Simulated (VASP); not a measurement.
Crystal: AgCl.

```xyz
2
Lattice="0.0000 2.8286 2.7117 2.8286 0.0000 2.7117 2.8286 2.8286 0.0000" Properties=species:S:1:pos:R:3 pbc="T T T"
Ag    0.0000    0.0000    0.0000
Cl    2.8286    2.8286    2.7117
```

This cell differs from its parent crystal: epitaxial xy strain +2.0%.

Base run:

- Program: VASP 6.6.1
- Functional: r2SCAN
- Potentials or basis: VASP PAW PBE potentials, release 64 (Ag, Cl)
- Cutoff: 520 eV
- k mesh: 8 × 8 × 8
- Occupations: gaussian, width 0.01 eV
- Spin: no spin polarisation

Its results: band gap on the k mesh 1.31 eV (least direct gap 3.64 eV); pressure -0.8 GPa.

Task: The run is repeated on the same cell with these changes: functional from r2SCAN to PBE; occupations from gaussian, width 0.01 eV to fermi-dirac, width 0.02 eV. What comes out?

Result: Band gap on the k mesh 0.80 eV (least direct gap 3.14 eV); pressure 0.8 GPa.

Caveats: the PAW data sets were made with another functional, which shifts forces and pressure a little (at least some runs).

A k mesh can miss the band edges.
